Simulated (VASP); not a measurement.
# Si2W (I4/mmm) in VASP: notebook

The runs below take Si2W through single point, with LDA.

Everything below comes from runs of VASP 6.6.1. Logs are shortened: lines on timing, memory, paths and dates and some standing lists are left out, and cuts for length are marked.

## Step 1: The cell of the first run

Symmetry: I4/mmm, No. 139, tetragonal system. Conventional cell: a = 2.992 Å, b = 2.992 Å, c = 7.756 Å, α = 90.00°, β = 90.00°, γ = 90.00°. Within 3.3 Å of Si (site symmetry 4mm) lie 5 W at 2.47 to 2.60 Å and 9 Si at 2.49 to 2.99 Å. Within 3.3 Å of W (site symmetry 4/mmm) lie 10 Si at 2.47 to 2.60 Å and 4 W at 2.99 Å.

## Step 2: Single point, LDA (volume 11.569 Å^3 an atom, c/a of the conventional cell 2.5924)

Input file INCAR:

```
  PREC = Accurate
  ENCUT = 520
  EDIFF = 1E-6
  ISMEAR = 0
  SIGMA = 0.15
  LREAL = False
  LASPH = True
  NELM = 100
  ALGO = Normal
  ISIF = 2
  LWAVE = False
  LCHARG = False
  GGA = CA
  NBANDS = 18
```

Input file KPOINTS:

```
regular mesh
0
Gamma
  20 20 20
```

Input file POSCAR:

```
Si2W
1.0
   -1.4958395917      1.4958395917      3.8778145575
    1.4958395917     -1.4958395917      3.8778145575
    1.4958395917      1.4958395917     -3.8778145575
Si W
2 1
Direct
    0.3346644983      0.3346644983      0.0000000000
    0.6653355017      0.6653355017      0.0000000000
    0.0000000000      0.0000000000      0.0000000000
```

Potentials or basis: VASP PAW LDA potentials, release 64 (Si, W_sv).

Run with:

```sh
$ cat potpaw_LDA.64/Si/POTCAR potpaw_LDA.64/W_sv/POTCAR > POTCAR
$ mpirun -np 1 vasp_std > vasp.out
```

OUTCAR:

```text
PREC = Accurate
   ENCUT = 520
   EDIFF = 1E-6
   ISMEAR = 0
   LREAL = False
   LASPH = True
   NELM = 100
   ISIF = 2
   GGA = CA

 ion  position               nearest neighbor table
   1  0.335  0.335  0.000-   3 2.47   3 2.47   3 2.47   3 2.47   2 2.49   2 2.49   2 2.49   2 2.49
                             2 2.56   3 2.60
   2  0.665  0.665  0.000-   3 2.47   3 2.47   3 2.47   3 2.47   1 2.49   1 2.49   1 2.49   1 2.49
                             1 2.56   3 2.60
   3  0.000  0.000  0.000-   2 2.47   2 2.47   2 2.47   1 2.47   2 2.47   1 2.47   1 2.47   1 2.47
                             1 2.60   2 2.60

  LATTYP: Found a body centered tetragonal cell.
 ALAT       =     2.9916791834
 C/A-ratio  =     2.5924000000

  Lattice vectors:

 A1 = (  -1.4958395917,   1.4958395917,   3.8778145575)
 A2 = (   1.4958395917,  -1.4958395917,   3.8778145575)
 A3 = (   1.4958395917,   1.4958395917,  -3.8778145575)

Analysis of symmetry for initial positions (statically):
=====================================================================
 Subroutine PRICEL returns:
 Original cell was already a primitive cell.

 Routine SETGRP: Setting up the symmetry group for a
 body centered tetragonal supercell.

 Subroutine GETGRP returns: Found 16 space group operations
 (whereof 16 operations were pure point group operations)
 out of a pool of 16 trial point group operations.

The static configuration has the point symmetry D_4h.

Analysis of symmetry for dynamics (positions and initial velocities):
=====================================================================
 Subroutine PRICEL returns:
 Original cell was already a primitive cell.

 Routine SETGRP: Setting up the symmetry group for a
 body centered tetragonal supercell.

 Subroutine GETGRP returns: Found 16 space group operations
 (whereof 16 operations were pure point group operations)
 out of a pool of 16 trial point group operations.

The dynamic configuration has the point symmetry D_4h.

 Subroutine INISYM returns: Found 16 space group operations
 (whereof 16 operations are pure point group operations),
 and found     1 'primitive' translations

----------------------------------------------------------------------------------------

                                     Primitive cell

  volume of cell :      34.7070

  direct lattice vectors                    reciprocal lattice vectors
    -1.495839592  1.495839592  3.877814557     0.000000000  0.334260440  0.128938605
     1.495839592 -1.495839592  3.877814557     0.334260440  0.000000000  0.128938605
     1.495839592  1.495839592 -3.877814557     0.334260440  0.334260440  0.000000000

  length of vectors
     4.417297580  4.417297580  4.417297580     0.358266947  0.358266947  0.472715648

  position of ions in fractional coordinates (direct lattice)
     0.334664498  0.334664498  0.000000000
     0.665335502  0.665335502  0.000000000
     0.000000000  0.000000000  0.000000000

  ion indices of the primitive-cell ions
   primitive index   ion index
                 1           1
                 2           2
                 3           3

----------------------------------------------------------------------------------------

 KPOINTS: regular mesh

Automatic generation of k-mesh.
 Grid dimensions read from file:
 generate k-points for:   20   20   20

 Generating k-lattice:

  Cartesian coordinates                     Fractional coordinates (reciprocal lattice)
     0.000000000  0.016713022  0.006446930     0.050000000  0.000000000  0.000000000
     0.016713022  0.000000000  0.006446930     0.000000000  0.050000000  0.000000000
     0.016713022  0.016713022  0.000000000     0.000000000  0.000000000  0.050000000

  Length of vectors
     0.017913347  0.017913347  0.023635782

  Shift w.r.t. Gamma in fractional coordinates (k-lattice)
     0.000000000  0.000000000  0.000000000

 Subroutine IBZKPT returns following result:
 ===========================================

 Found    641 irreducible k-points:

 Following reciprocal coordinates:
            Coordinates               Weight
  0.000000  0.000000  0.000000      1.000000
  0.050000 -0.000000  0.000000      8.000000
  0.100000  0.000000 -0.000000      8.000000
  0.150000  0.000000 -0.000000      8.000000
  0.200000  0.000000 -0.000000      8.000000
  0.250000  0.000000 -0.000000      8.000000
[... 16 lines left out ...]
 -0.400000  0.050000  0.000000     16.000000
 -0.350000  0.050000  0.000000     16.000000
 [... further k-points ...]
   k-points           NKPTS =    641   k-points in BZ     NKDIM =    641   number of bands    NBANDS=     18
   number of dos      NEDOS =    301   number of ions     NIONS =      3
   total plane-waves  NPLWV =  46656
   dimension x,y,z NGX =    36 NGY =   36 NGZ =   36
   dimension x,y,z NGXF=    72 NGYF=   72 NGZF=   72
   ions per type =               2   1
   NGX,Y,Z   is equivalent  to a cutoff of  13.55, 13.55, 13.55 a.u.
   NGXF,Y,Z  is equivalent  to a cutoff of  27.10, 27.10, 27.10 a.u.
 SYSTEM =  unknown system
   PREC   = accura    normal or accurate (medium, high low for compatibility)
   ISTART =      0    job   : 0-new  1-cont  2-samecut
   ICHARG =      2    charge: 1-file 2-atom 10-const
   ISPIN  =      1    spin polarized calculation?
   LNONCOLLINEAR =      F non collinear calculations
   LSORBIT =      F    spin-orbit coupling
   LASPH  =      T    aspherical Exc in radial PAW
   ENCUT  =  520.0 eV  38.22 Ry    6.18 a.u.   8.21  8.21  8.21*2*pi/ulx,y,z
   NELM   =    100;   NELMIN=  2; NELMDL= -5     # of ELM steps
   EDIFF  = 0.1E-05   stopping-criterion for ELM
   LREAL  =      F    real-space projection
   EDIFFG = 0.1E-04   stopping-criterion for IOM
   NSW    =      0    number of steps for IOM
   IBRION =     -1    ionic relax: 0-MD 1-quasi-New 2-CG
   NFREE  =      0    steps in history (QN), initial steepest desc. (CG)
   ISIF   =      2    stress and relaxation
   ISYM   =      2    0-nonsym 1-usesym 2-fastsym
   POTIM  = 0.5000    time-step for ionic-motion
   TEBEG  =    0.0;   TEEND  =   0.0 temperature during run
   PSTRESS=    0.0 pullay stress
   NELECT =      22.0000    total number of electrons
   NUPDOWN=      -1.0000    fix difference up-down
   EMIN   =  10.00;   EMAX   =-10.00  energy-range for DOS
   EFERMI =   0.00;   METHOD = LEGACY
   ISMEAR =     0;   SIGMA  =   0.15  broadening in eV -4-tet -1-fermi 0-gaus
   EFERMI_NEDOS =   21; number of points for ismear=-14 and -15
   IALGO  =     38    algorithm
   IMIX   =      4    mixing-type and parameters
     AMIX     =   0.40;   BMIX     =  1.00
     AMIX_MAG =   1.60;   BMIX_MAG =  1.00
  volume/ion in A,a.u.               =      11.57        78.07
  Fermi-wavevector in a.u.,A,eV,Ry     =   1.406296  2.657514 26.907807  1.977668
  Thomas-Fermi vector in A             =   2.528671
   LORBIT       =      0    0 simple, 1 ext, 2 COOP (PROOUT), +10 PAW based schemes
   GGA     = CA    functional components
   LHFCALC =     F    Hartree Fock is set to
   AEXX    =    0.0000 exact exchange contribution
   IVDW    =     0    specifies the selected vdW correction
   LEPSILON=     F    determine dielectric tensor
   LRPA    =     F    only Hartree local field effects (RPA)
 non-spin polarized calculation
 Gauss-broadening in eV      SIGMA  =   0.15
  energy-cutoff  :      520.00
  volume of cell :       34.71
 maximum number of plane-waves:       950
 NGX is ok and might be reduce to    36
   NGX = 17   NGY = 17   NGZ = 17

 number of electron      22.0000000 magnetization

 Free energy of the ion-electron system (eV)
  ---------------------------------------------------
  ext. energy  EPLUGINS =         0.00000000
  ---------------------------------------------------
  free energy    TOTEN  =       -26.68568371 eV

  energy without entropy =      -26.68224119  energy(sigma->0) =      -26.68396245

 E-fermi :  14.3916     XC(G=0): -13.3905

 val. band max:       14.3906098646   @ k =  -0.4500   0.4500   0.3000
 cond. band min:      14.3988585109   @ k =  -0.4000  -0.4500   0.4000
 fundamental gap:      0.0082486463
 Fermi energy:        14.3916165455

 k-point     1 :       0.0000    0.0000    0.0000
  band No.  band energies     occupation
      1     -58.8027      2.00000
      2     -23.5542      2.00000
      3     -23.3271      2.00000
      4     -23.3271      2.00000
      5      -1.0837      2.00000
      6       6.2113      2.00000
[... 10 lines left out ...]
     17      20.6387      0.00000
     18      20.6387      0.00000

 k-point     2 :       0.0500   -0.0000    0.0000
  band No.  band energies     occupation
      1     -58.8021      2.00000
      2     -23.5531      2.00000
      3     -23.3395      2.00000
      4     -23.3260      2.00000
      5      -1.0270      2.00000
      6       6.2344      2.00000
[... 10 lines left out ...]
     17      20.6632      0.00000
     18      20.8917      0.00000

 k-point     3 :       0.1000    0.0000   -0.0000
  band No.  band energies     occupation
      1     -58.8005      2.00000
      2     -23.5498      2.00000
      3     -23.3753      2.00000
      4     -23.3227      2.00000
      5      -0.8584      2.00000
      6       6.2971      2.00000
[... 10 lines left out ...]
     17      20.8019      0.00000
     18      21.4868      0.00000

 k-point     4 :       0.1500    0.0000   -0.0000
  band No.  band energies     occupation
      1     -58.7980      2.00000
      2     -23.5447      2.00000
      3     -23.4306      2.00000
      4     -23.3175      2.00000
      5      -0.5823      2.00000
      6       6.3774      2.00000
[... 375 lines left out ...]
      4     -23.2931      2.00000
      5       2.7317      2.00000
      6       4.4473      2.00000
[... 10 lines left out ...]
     17      22.0722      0.00000
     18      22.8032      0.00000

 k-point    23 :      -0.4000    0.0500    0.0000
  band No.  band energies     occupation
      1     -58.7817      2.00000
      2     -23.7668      2.00000
      3     -23.5098      2.00000
      4     -23.2965      2.00000
      5       2.0537      2.00000
      6       5.0746      2.00000
[... 10 lines left out ...]
     17      22.1965      0.00000
     18      23.6896      0.00000

 k-point    24 :      -0.3500    0.0500    0.0000
  band No.  band energies     occupation
      1     -58.7842      2.00000
      2     -23.7146      2.00000
      3     -23.5148      2.00000
      4     -23.3017      2.00000
      5       1.3931      2.00000
      6       5.6825      2.00000
[... 10 lines left out ...]
     17      22.4855      0.00000
     18      24.0850      0.00000

 [... further k-points ...]

------------------------ aborting loop because EDIFF is reached ----------------------------------------

  FORCE on cell =-STRESS in cart. coord.  units (eV):
  Direction    XX          YY          ZZ          XY          YZ          ZX
  --------------------------------------------------------------------------------------
  -------------------------------------------------------------------------------------
  Total       10.8734279     10.8734279      4.8712974      0.0000000      0.0000000     -0.0000000
  in kB      501.9494546    501.9494546    224.8734335      0.0000000      0.0000000     -0.0000000
  external PRESSURE =     409.5907809 kB  Pullay stress =       0.0000000 kB

 VOLUME and BASIS-vectors are now :
 -----------------------------------------------------------------------------
  energy-cutoff  :      520.00
  volume of cell :       34.71
      direct lattice vectors                 reciprocal lattice vectors
    -1.495839592  1.495839592  3.877814557     0.000000000  0.334260440  0.128938605
     1.495839592 -1.495839592  3.877814557     0.334260440  0.000000000  0.128938605
     1.495839592  1.495839592 -3.877814557     0.334260440  0.334260440  0.000000000

 POSITION                                       TOTAL-FORCE (eV/Angst)
 -----------------------------------------------------------------------------------
      0.00000      0.00000      2.59553         0.000000      0.000000     -0.519233
      0.00000      0.00000      5.16010        -0.000000     -0.000000      0.519233
      0.00000      0.00000      0.00000        -0.000000     -0.000000     -0.000000
 -----------------------------------------------------------------------------------
    total drift:                               -0.000000     -0.000000      0.000000

  FREE ENERGIE OF THE ION-ELECTRON SYSTEM (eV)
  ---------------------------------------------------
  free  energy   TOTEN  =       -26.6856837150 eV

  energy  without entropy=      -26.6822411918  energy(sigma->0) =      -26.68396245
```

Run time: 6 min. Hardware: 1 thread of Intel Xeon 6975P-C (Granite Rapids), shared host; peak memory 0.47 GiB.

Results:

| Property | Result |
| --- | --- |
| Free energy | -26.6857 eV |
| Pressure | 41.0 GPa |
| Largest force | 0.519 eV/Å |
| Band gap on the k mesh | zero (band 11 reaches 15.55 eV, above the bottom of band 12 at 13.88 eV) |

Forces in eV/Å, atoms in the order of the input:
```
Si   0.000  0.000 -0.519
Si   0.000  0.000  0.519
W    0.000  0.000  0.000
```

Stress tensor (GPa, compression positive):
```
50.19  0.00  0.00
 0.00 50.19  0.00
 0.00  0.00 22.49
```

Caveat: spin-orbit coupling is left out, which moves the levels of the heavy elements.

## Step 3: Single point, LDA (volume 11.569 Å^3 an atom, c/a of the conventional cell 2.9268)

Input file INCAR:

```
SYSTEM = Si2W
PREC     = Accurate       ! precision mode
ENCUT    = 520            ! plane-wave cutoff, eV
EDIFF    = 1E-6           ! SCF threshold, eV
ISMEAR   = 0              ! smearing method
SIGMA    = 0.15           ! smearing width, eV
LREAL    = .FALSE.        ! projectors in reciprocal space
LASPH    = .TRUE.         ! aspherical terms in the spheres
NELM     = 60             ! most SCF steps
ALGO     = Normal         ! electronic algorithm
ISIF     = 2              ! what is computed and relaxed
LWAVE    = .FALSE.        ! write WAVECAR
LCHARG   = .FALSE.        ! write CHGCAR
GGA      = CA             ! functional
NBANDS   = 18             ! bands
```

Input file KPOINTS:

```
Automatic mesh
0
G
  20 20 20
  0 0 0
```

Input file POSCAR:

```
Si2W
1.0
   -1.4365519832      1.4365519832      4.2045003445
    1.4365519832     -1.4365519832      4.2045003445
    1.4365519832      1.4365519832     -4.2045003445
Si W
2 1
Direct
    0.3346644983      0.3346644983      0.0000000000
    0.6653355017      0.6653355017      0.0000000000
    0.0000000000      0.0000000000      0.0000000000
```

Potentials or basis: VASP PAW LDA potentials, release 64 (Si, W_sv).

Run with:

```sh
$ cat potpaw_LDA.64/Si/POTCAR potpaw_LDA.64/W_sv/POTCAR > POTCAR
$ mpirun -np 1 vasp_std > vasp.out
```

Wall time 4.9 min (1 thread of Intel Xeon 6975P-C (Granite Rapids), shared host); peak memory 0.47 GiB.

It converged, with:

| Property | Result |
| --- | --- |
| Free energy | -25.7918 eV |
| Pressure | 43.9 GPa |
| Largest force | 0.539 eV/Å |
| Band gap on the k mesh | zero (band 11 reaches 16.50 eV, above the bottom of band 12 at 13.83 eV) |

Forces on the atoms (eV/Å):
```
Si   0.000  0.000 -0.539
Si   0.000  0.000  0.539
W    0.000  0.000  0.000
```

Stress tensor (GPa, compression positive):
```
66.59  0.00  0.00
 0.00 66.59  0.00
 0.00  0.00 -1.57
```

Levels at points of the mesh, in eV from the Fermi level:
| k point | band 7 | band 8 | band 9 | band 10 | band 11 | band 12 | band 13 | band 14 | band 15 | band 16 |
| --- | --- | --- | --- | --- | --- | --- | --- | --- | --- | --- |
| (0.00, 0.00, 0.00) | -6.13 | -4.64 | -2.37 | -2.37 | 1.95 | 2.53 | 2.96 | 4.83 | 4.91 | 4.91 |
| (0.50, 0.00, 0.00) | -7.34 | -5.58 | -4.09 | -2.33 | -0.05 | 2.14 | 2.39 | 4.35 | 5.03 | 6.60 |
| (0.50, 0.50, 0.00) | -6.57 | -5.45 | -5.40 | -5.29 | -1.56 | 1.57 | 1.65 | 2.85 | 4.28 | 4.89 |
| (0.50, 0.50, 0.50) | -4.93 | -3.82 | -0.81 | -0.81 | 0.49 | 0.49 | 1.53 | 2.03 | 5.28 | 6.09 |

Caveat: spin-orbit coupling is left out, which moves the levels of the heavy elements.

(Part 1 of 2 ends here.)
